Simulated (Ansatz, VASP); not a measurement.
**One calculation of Os, two programs**

Contents of INCAR:

```
ALGO = Normal
EDIFF = 1E-7
ENCUT = 520
GGA = PS
ISIF = 2
ISMEAR = -1
LASPH = True
LCHARG = False
LREAL = False
LWAVE = False
NBANDS = 15
NELM = 60
PREC = Accurate
SIGMA = 0.05
```

File KPOINTS:

```
k-points
0
Gamma
  15 15 9
```

File POSCAR:

```
Os
1.0
    2.7340999755      0.0000000000      0.0000000000
   -1.3670499878      2.3678000353      0.0000000000
    0.0000000000      0.0000000000      4.3628970000
Os
2
Direct
    0.3333333333      0.6666666667      0.2500000000
    0.6666666667      0.3333333333      0.7500000000
```

Input for Ansatz:

```yaml
crystal:
  lattice:
    - [2.7340999755, 0.0, 0.0]
    - [-1.3670499878, 2.3678000353, 0.0]
    - [0.0, 0.0, 4.362897]
  atoms:
    - { symbol: Os, position: [0.3333333333, 0.6666666667, 0.25] }
    - { symbol: Os, position: [0.6666666667, 0.3333333333, 0.75] }
kpoints:
  mp_grid: { grid: [15, 15, 9] }
  band_path:
    path:
      - [0.0, 0.0, 0.0]
      - [0.5, 0.0, 0.0]
      - [0.3333333333, 0.3333333333, 0.0]
      - [0.0, 0.0, 0.0]
      - [0.0, 0.0, 0.5]
      - [0.5, 0.0, 0.5]
      - [0.3333333333, 0.3333333333, 0.5]
      - [0.0, 0.0, 0.5]
      - [0.5, 0.0, 0.5]
    npoints: 5
scf:
  occupations: { method: fermi_dirac, width: 0.05 }
hamiltonian:
  xc: pbesol
  pseudopotentials: { kind: all_electron, lapw: { basis_error: 0.0005 } }
output:
  forces: true
  stress: true
  eigenvalues: true
```

Change from the starting cell: zz strain of +1 %.

Alike in both runs: task single point; functional PBEsol; k mesh 15 × 15 × 9; occupations fermi-dirac, width 0.05 eV; no spin polarisation.

|  | VASP | Ansatz |
| --- | --- | --- |
| version | VASP 6.6.1 | Ansatz 0.2.0 |
| potentials or method | VASP PAW PBE potentials, release 64 (Os), cutoff 520 eV | all-electron LAPW, scalar-relativistic |

|  | VASP | Ansatz | Ansatz less VASP |
| --- | --- | --- | --- |
| pressure (GPa) | -6.8 | -7.0 | -0.27 |
| traceless stress, the component that is largest in VASP (GPa) | -3.87 | -3.86 | +0.016 |

VASP's potentials were made for PBE, not for PBEsol. Ansatz ran all-electron here, and VASP with PAW potentials.

Spin-orbit coupling is off throughout.
